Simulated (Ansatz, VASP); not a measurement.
Fe: VASP beside Ansatz

POSCAR

```
Fe
1.0
    2.2089126913      0.0000000000      0.0000000000
    0.0000000000      2.2089126913      0.0000000000
    0.0000000000      0.0000000000      2.2089126913
Fe
1
Direct
    0.0000000000      0.0000000000      0.0000000000
```

Contents of INCAR.step1:

```
PREC = Accurate
ENCUT = 520
ISMEAR = -1
SIGMA = 0.1
LREAL = F
LASPH = T
NELM = 60
NBANDS = 10
GGA = PE
ALGO = Normal
EDIFF = 1E-4
LWAVE = T
LCHARG = F
```

Contents of INCAR.step2:

```
PREC = Accurate
ENCUT = 520
EDIFF = 1E-7
ISMEAR = -1
SIGMA = 0.1
LREAL = F
LASPH = T
NELM = 60
ALGO = Normal
ISIF = 2
LWAVE = F
LCHARG = T
METAGGA = R2SCAN
LMIXTAU = T
LELF = T
LVHAR = T
NBANDS = 10
ISTART = 1
```

Contents of KPOINTS:

```
regular mesh
0
Gamma
  16 16 16
```

Input for Ansatz:

```yaml
crystal:
  lattice:
    - [2.2089126913, 0.0, 0.0]
    - [0.0, 2.2089126913, 0.0]
    - [0.0, 0.0, 2.2089126913]
  atoms:
    - { symbol: Fe, position: [0.0, 0.0, 0.0] }
hamiltonian:
  xc: r2scan
  pseudopotentials:
    kind: paw
    azcp:
      Fe: "pseudopotentials/Fe.paw.azcp"
basis:
  ecutwfc: 500
  fft_grid_basis: typed
kpoints:
  mp_grid: { grid: [16, 16, 16], shift: [0, 0, 0] }
magnetization:
  spin_polarized: false
scf:
  occupations: { method: fermi_dirac, width: 0.1 }
  lower_state_search: "off"
output:
  stress: true
  write_density: true
  write_potential: true
  elf: true
  volumetric_format: npy
```

Alike in both runs: task single point; functional r2SCAN; k mesh 16 × 16 × 16; occupations fermi-dirac, width 0.1 eV; no spin polarisation.

|  | VASP | Ansatz |
| --- | --- | --- |
| version | VASP 6.6.1 | Ansatz 0.2.0 |
| potentials or method | VASP PAW PBE potentials, release 64 (Fe), cutoff 520 eV | plane waves (500 eV) with PAW, scalar-relativistic |
| valence electrons in the cell | 8 | 16 |

Ansatz gave:

| Item | Value |
| --- | --- |
| pressure (GPa) | 10.1 |

Question: Estimate VASP's values.

Answer: Pressure (GPa): 10.7.

VASP's potentials were made for PBE, not for r2SCAN. With one functional, cell and mesh, what is left measures potentials, basis and numerics. VASP's potentials hold 8 valence electrons a cell and Ansatz's 16, so a difference there can come from the potentials and not from the codes.
